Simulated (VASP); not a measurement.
Write the native input for VASP 6.6.1 that does the following.

| Quantity | Value |
| --- | --- |
| Task | single point |
| Functional | LDA |
| Potentials or basis | VASP PAW LDA potentials, release 64 (C) |
| Cutoff | 520 eV |
| k mesh | 16 × 16 × 16 |
| Occupations | gaussian, width 0.03 eV |
| Spin | no spin polarisation |
| Dipole correction | no |
| Further INCAR settings | ALGO = Normal; EDIFF = 1e-06; NBANDS = 11 |

The structure of C lies in POSCAR:

```
C
1.0
    0.0000000000      2.1166507492      3.3597492418
    1.2869808628      0.0000000000      3.3597492418
    1.2869808628      2.1166507492      0.0000000000
C
2
Direct
    0.1667065656      0.8332934344      0.1667065656
    0.8332934344      0.1667065656      0.8332934344
```

This cell differs from its parent crystal: strain +0.0525 x Voigt [1, 0, 0, 0, 0, 0].

These files were run (other wordings do the same):

INCAR

```
PREC = Accurate
ENCUT = 520
EDIFF = 1E-6
ISMEAR = 0
SIGMA = 0.03
LREAL = False
LASPH = True
NELM = 80
ALGO = Normal
ISIF = 2
LWAVE = False
LCHARG = False
GGA = CA
NBANDS = 11
```

KPOINTS

```
Automatic mesh
0
Gamma
  16 16 16
```

Potentials or basis: VASP PAW LDA potentials, release 64 (C).

Run with:

```sh
$ cat potpaw_LDA.64/C/POTCAR > POTCAR
$ mpirun -np 1 vasp_std > vasp.out
```

Results of the run:

```
Pressure               : -18.4 GPa
Largest force          : 0.430 eV/Å
Band gap on the k mesh : 0.05 eV, indirect (least direct gap 0.46 eV)
```

Caveat: the cell differs from its parent crystal (strain +0.0525 x Voigt [1, 0, 0, 0, 0, 0]).

It took 79 s on 1 thread of Intel Xeon 6975P-C, with other jobs on the host, peak memory 0.21 GiB.
